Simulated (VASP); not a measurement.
# Zr2N (Pnnm) in VASP: single point with PBEsol

Aim: the single point of Zr2N with PBEsol.

Program: VASP 6.6.1. These are calculated values, not measurements. Logs are shortened: lines on timing, memory, paths and dates and some standing lists are left out, and cuts for length are marked.

**1. The cell of the first run**

Symmetry: Pnnm, No. 58, orthorhombic system. The conventional cell has a = 5.370 Å, b = 5.370 Å, c = 3.273 Å, α = 90.00°, β = 90.00°, γ = 90.00°. Within 3.3 Å of Zr (site symmetry m) lie 3 N at 2.25 Å and 11 Zr at 3.10 to 3.27 Å. Within 3.0 Å of N (site symmetry 2/m) lie 6 Zr at 2.25 Å.

**2. Single point, PBEsol (atoms displaced along a vibrational mode)**

INCAR

```
SYSTEM = Zr2N
PREC = Accurate
ENCUT = 520
EDIFF = 1E-7
ISMEAR = 0
SIGMA = 0.15
LREAL = .False.
LASPH = .True.
NELM = 80
ALGO = Normal
ISIF = 2
LWAVE = .False.
LCHARG = .True.
GGA = PS
LELF = .True.
LVHAR = .True.
NBANDS = 38
```

KPOINTS

```
regular mesh
0
Gamma
  10 10 14
  0 0 0
```

POSCAR

```
Zr2N
1.0
    5.3700488437      0.0000000000      0.0000000000
    0.0000000000      5.3700488437      0.0000000000
    0.0000000000      0.0000000000      3.2726229990
Zr N
4 2
Direct
    0.2830847170      0.3094199256      0.0000000000
    0.7169152830      0.6905800744      0.0000000000
    0.7830847170      0.1905800744      0.5000000000
    0.2169152830      0.8094199256      0.5000000000
    0.0000000000      0.0000000000      0.0000000000
    0.5000000000      0.5000000000      0.5000000000
```

Potentials or basis: VASP PAW PBE potentials, release 64 (Zr_sv, N).

Command:

```sh
> cat potpaw_PBE.64/Zr_sv/POTCAR potpaw_PBE.64/N/POTCAR > POTCAR
> mpirun -np 1 vasp_std > vasp.out
```

OUTCAR:

```text
SYSTEM = Zr2N
   PREC = Accurate
   ENCUT = 520
   EDIFF = 1E-7
   ISMEAR = 0
   LREAL = .False.
   LASPH = .True.
   NELM = 80
   ISIF = 2
   GGA = PS

 ion  position               nearest neighbor table
   1  0.283  0.309  0.000-   5 2.25   6 2.25   6 2.25   2 3.10   4 3.16   4 3.16   4 3.16   4 3.16
                             3 3.21   3 3.21   3 3.21   3 3.21   2 3.67
   2  0.717  0.691  0.000-   5 2.25   6 2.25   6 2.25   1 3.10   3 3.16   3 3.16   3 3.16   3 3.16
                             4 3.21   4 3.21   4 3.21   4 3.21   1 3.67
   3  0.783  0.191  0.500-   6 2.25   5 2.25   5 2.25   4 3.10   2 3.16   2 3.16   2 3.16   2 3.16
                             1 3.21   1 3.21   1 3.21   1 3.21   4 3.67
   4  0.217  0.809  0.500-   6 2.25   5 2.25   5 2.25   3 3.10   1 3.16   1 3.16   1 3.16   1 3.16
                             2 3.21   2 3.21   2 3.21   2 3.21   3 3.67
   5  0.000  0.000  0.000-   1 2.25   2 2.25   3 2.25   4 2.25   3 2.25   4 2.25
   6  0.500  0.500  0.500-   3 2.25   4 2.25   1 2.25   2 2.25   1 2.25   2 2.25

  LATTYP: Found a simple tetragonal cell.
 ALAT       =     5.3700488437
 C/A-ratio  =     0.6094214586

  Lattice vectors:

 A1 = (   5.3700488437,   0.0000000000,   0.0000000000)
 A2 = (   0.0000000000,   5.3700488437,   0.0000000000)
 A3 = (   0.0000000000,   0.0000000000,   3.2726229990)

Analysis of symmetry for initial positions (statically):
=====================================================================
 Subroutine PRICEL returns:
 Original cell was already a primitive cell.

 Routine SETGRP: Setting up the symmetry group for a
 simple tetragonal supercell.

 Subroutine GETGRP returns: Found  8 space group operations
 (whereof  4 operations were pure point group operations)
 out of a pool of 16 trial point group operations.

The static configuration has the point symmetry C_2h.
 The point group associated with its full space group is D_2h.

Analysis of symmetry for dynamics (positions and initial velocities):
=====================================================================
 Subroutine PRICEL returns:
 Original cell was already a primitive cell.

 Routine SETGRP: Setting up the symmetry group for a
 simple tetragonal supercell.

 Subroutine GETGRP returns: Found  8 space group operations
 (whereof  4 operations were pure point group operations)
 out of a pool of 16 trial point group operations.

The dynamic configuration has the point symmetry C_2h.
 The point group associated with its full space group is D_2h.

 Subroutine INISYM returns: Found  8 space group operations
 (whereof  4 operations are pure point group operations),
 and found     1 'primitive' translations

----------------------------------------------------------------------------------------

                                     Primitive cell

  volume of cell :      94.3740

  direct lattice vectors                    reciprocal lattice vectors
     5.370048844  0.000000000  0.000000000     0.186218046  0.000000000  0.000000000
     0.000000000  5.370048844  0.000000000     0.000000000  0.186218046  0.000000000
     0.000000000  0.000000000  3.272622999     0.000000000  0.000000000  0.305565291

  length of vectors
     5.370048844  5.370048844  3.272622999     0.186218046  0.186218046  0.305565291

  position of ions in fractional coordinates (direct lattice)
     0.283084717  0.309419926  0.000000000
     0.716915283  0.690580074  0.000000000
     0.783084717  0.190580074  0.500000000
     0.216915283  0.809419926  0.500000000
     0.000000000  0.000000000  0.000000000
     0.500000000  0.500000000  0.500000000

  ion indices of the primitive-cell ions
   primitive index   ion index
                 1           1
                 2           2
                 3           3
                 4           4
                 5           5
                 6           6

----------------------------------------------------------------------------------------

 KPOINTS: regular mesh

Automatic generation of k-mesh.
 Grid dimensions read from file:
 generate k-points for:   10   10   14

 Generating k-lattice:

  Cartesian coordinates                     Fractional coordinates (reciprocal lattice)
     0.018621805  0.000000000  0.000000000     0.100000000  0.000000000  0.000000000
     0.000000000  0.018621805  0.000000000     0.000000000  0.100000000  0.000000000
     0.000000000  0.000000000  0.021826092     0.000000000  0.000000000  0.071428571

  Length of vectors
     0.018621805  0.018621805  0.021826092

  Shift w.r.t. Gamma in fractional coordinates (k-lattice)
     0.000000000  0.000000000  0.000000000

 Subroutine IBZKPT returns following result:
 ===========================================

 Found    288 irreducible k-points:

 Following reciprocal coordinates:
            Coordinates               Weight
  0.000000  0.000000  0.000000      1.000000
  0.100000  0.000000  0.000000      2.000000
  0.000000  0.100000  0.000000      2.000000
  0.200000  0.000000  0.000000      2.000000
  0.000000  0.200000  0.000000      2.000000
  0.300000  0.000000  0.000000      2.000000
[... 16 lines left out ...]
 -0.200000  0.300000  0.000000      4.000000
  0.400000  0.200000  0.000000      4.000000
 [... further k-points ...]
   k-points           NKPTS =    288   k-points in BZ     NKDIM =    288   number of bands    NBANDS=     38
   number of dos      NEDOS =    301   number of ions     NIONS =      6
   total plane-waves  NPLWV =  38400
   dimension x,y,z NGX =    40 NGY =   40 NGZ =   24
   dimension x,y,z NGXF=    80 NGYF=   80 NGZF=   48
   ions per type =               4   2
   NGX,Y,Z   is equivalent  to a cutoff of  12.38, 12.38, 12.19 a.u.
   NGXF,Y,Z  is equivalent  to a cutoff of  24.77, 24.77, 24.38 a.u.
 SYSTEM =  Zr2N
   PREC   = accura    normal or accurate (medium, high low for compatibility)
   ISTART =      0    job   : 0-new  1-cont  2-samecut
   ICHARG =      2    charge: 1-file 2-atom 10-const
   ISPIN  =      1    spin polarized calculation?
   LNONCOLLINEAR =      F non collinear calculations
   LSORBIT =      F    spin-orbit coupling
   LASPH  =      T    aspherical Exc in radial PAW
   ENCUT  =  520.0 eV  38.22 Ry    6.18 a.u.   9.98  9.98  6.08*2*pi/ulx,y,z
   NELM   =     80;   NELMIN=  2; NELMDL= -5     # of ELM steps
   EDIFF  = 0.1E-06   stopping-criterion for ELM
   LREAL  =      F    real-space projection
   EDIFFG = 0.1E-05   stopping-criterion for IOM
   NSW    =      0    number of steps for IOM
   IBRION =     -1    ionic relax: 0-MD 1-quasi-New 2-CG
   NFREE  =      0    steps in history (QN), initial steepest desc. (CG)
   ISIF   =      2    stress and relaxation
   ISYM   =      2    0-nonsym 1-usesym 2-fastsym
   POTIM  = 0.5000    time-step for ionic-motion
   TEBEG  =    0.0;   TEEND  =   0.0 temperature during run
   PSTRESS=    0.0 pullay stress
   NELECT =      58.0000    total number of electrons
   NUPDOWN=      -1.0000    fix difference up-down
   EMIN   =  10.00;   EMAX   =-10.00  energy-range for DOS
   EFERMI =   0.00;   METHOD = LEGACY
   ISMEAR =     0;   SIGMA  =   0.15  broadening in eV -4-tet -1-fermi 0-gaus
   EFERMI_NEDOS =   21; number of points for ismear=-14 and -15
   IALGO  =     38    algorithm
   IMIX   =      4    mixing-type and parameters
     AMIX     =   0.40;   BMIX     =  1.00
     AMIX_MAG =   1.60;   BMIX_MAG =  1.00
  volume/ion in A,a.u.               =      15.73       106.14
  Fermi-wavevector in a.u.,A,eV,Ry     =   1.391874  2.630261 26.358758  1.937314
  Thomas-Fermi vector in A             =   2.515671
   LORBIT       =      0    0 simple, 1 ext, 2 COOP (PROOUT), +10 PAW based schemes
   GGA     = PS    functional components
   LHFCALC =     F    Hartree Fock is set to
   AEXX    =    0.0000 exact exchange contribution
   IVDW    =     0    specifies the selected vdW correction
   LEPSILON=     F    determine dielectric tensor
   LRPA    =     F    only Hartree local field effects (RPA)
 non-spin polarized calculation
 Gauss-broadening in eV      SIGMA  =   0.15
  energy-cutoff  :      520.00
  volume of cell :       94.37
 maximum number of plane-waves:      2562
   NGX = 19   NGY = 19   NGZ = 13

 number of electron      57.9999998 magnetization

 Free energy of the ion-electron system (eV)
  ---------------------------------------------------
  ext. energy  EPLUGINS =         0.00000000
  ---------------------------------------------------
  free energy    TOTEN  =       -61.80754115 eV

  energy without entropy =      -61.77183058  energy(sigma->0) =      -61.78968586

 E-fermi :   9.8526     XC(G=0): -11.9621

 val. band max:        9.8512654767   @ k =   0.5000   0.5000   0.1429
 cond. band min:       9.8542027820   @ k =   0.4000   0.3000   0.3571
 fundamental gap:      0.0029373054
 Fermi energy:         9.8526465662

 k-point     1 :       0.0000    0.0000    0.0000
  band No.  band energies     occupation
      1     -38.6601      2.00000
      2     -38.5125      2.00000
      3     -38.4956      2.00000
      4     -38.4404      2.00000
      5     -17.6709      2.00000
      6     -17.0430      2.00000
[... 30 lines left out ...]
     37      12.8448      0.00000
     38      13.1185      0.00000

 k-point     2 :       0.1000    0.0000    0.0000
  band No.  band energies     occupation
      1     -38.6568      2.00000
      2     -38.5166      2.00000
      3     -38.4940      2.00000
      4     -38.4413      2.00000
      5     -17.6539      2.00000
      6     -17.0389      2.00000
[... 30 lines left out ...]
     37      12.7166      0.00000
     38      13.2792      0.00000

 k-point     3 :       0.0000    0.1000    0.0000
  band No.  band energies     occupation
      1     -38.6565      2.00000
      2     -38.5104      2.00000
      3     -38.5005      2.00000
      4     -38.4413      2.00000
      5     -17.6514      2.00000
      6     -17.0367      2.00000
[... 30 lines left out ...]
     37      12.9671      0.00000
[... 781 lines left out ...]
 k-point    23 :      -0.2000    0.3000    0.0000
  band No.  band energies     occupation
      1     -38.6173      2.00000
      2     -38.5298      2.00000
      3     -38.5050      2.00000
      4     -38.4580      2.00000
      5     -17.4492      2.00000
      6     -17.0586      2.00000
[... 30 lines left out ...]
     37      13.2565      0.00000
     38      13.5186      0.00000

 k-point    24 :       0.4000    0.2000    0.0000
  band No.  band energies     occupation
      1     -38.6001      2.00000
      2     -38.5577      2.00000
      3     -38.4867      2.00000
      4     -38.4658      2.00000
      5     -17.3764      2.00000
      6     -17.1936      2.00000
[... 30 lines left out ...]
     37      13.3449      0.00000
     38      13.3522      0.00000

 [... further k-points ...]
[... 5 lines left out ...]
  --------------------------------------------------------------------------------------
  -------------------------------------------------------------------------------------
  Total       -1.1896791      1.2477791     -0.0753395      0.0000000      0.0000000      0.0000000
  in kB      -20.1970506     21.1834082     -1.2790310      0.0000000      0.0000000      0.0000000
  external PRESSURE =      -0.0975578 kB  Pullay stress =       0.0000000 kB

 VOLUME and BASIS-vectors are now :
 -----------------------------------------------------------------------------
  energy-cutoff  :      520.00
  volume of cell :       94.37
      direct lattice vectors                 reciprocal lattice vectors
     5.370048844  0.000000000  0.000000000     0.186218046  0.000000000  0.000000000
     0.000000000  5.370048844  0.000000000     0.000000000  0.186218046  0.000000000
     0.000000000  0.000000000  3.272622999     0.000000000  0.000000000  0.305565291

 POSITION                                       TOTAL-FORCE (eV/Angst)
 -----------------------------------------------------------------------------------
      1.52018      1.66160      0.00000         0.079141     -0.063011      0.000000
      3.84987      3.70845      0.00000        -0.079141      0.063011      0.000000
      4.20520      1.02342      1.63631         0.079141      0.063011      0.000000
      1.16485      4.34662      1.63631        -0.079141     -0.063011      0.000000
      0.00000      0.00000      0.00000        -0.000000      0.000000      0.000000
      2.68502      2.68502      1.63631        -0.000000      0.000000      0.000000
 -----------------------------------------------------------------------------------
    total drift:                                0.000000     -0.000000     -0.000000

  FREE ENERGIE OF THE ION-ELECTRON SYSTEM (eV)
  ---------------------------------------------------
  free  energy   TOTEN  =       -61.8075411492 eV

  energy  without entropy=      -61.7718305794  energy(sigma->0) =      -61.78968586
```

Run time: 8.5 min. Hardware: 1 thread of Intel Xeon 6975P-C (Granite Rapids), shared host; peak memory 0.76 GiB.

Results:

```yaml
Free_energy: -61.8075 eV
Pressure: 0.0 GPa
Largest_force: 0.101 eV/Å
Band_gap_on_the_k_mesh: zero (bands 29 and 30 overlap by 2.40 eV)
```

Forces in eV/Å, atoms in the order of the input:
```
Zr   0.079 -0.063  0.000
Zr  -0.079  0.063  0.000
Zr   0.079  0.063  0.000
Zr  -0.079 -0.063  0.000
N    0.000  0.000  0.000
N    0.000  0.000  0.000
```

Stress tensor (GPa, compression positive):
```
-2.02  0.00  0.00
 0.00  2.12  0.00
 0.00  0.00 -0.13
```

Caveat: the cell differs from its parent crystal (atoms displaced along a vibrational mode); the PAW data sets were made with another functional, which shifts forces and pressure a little.
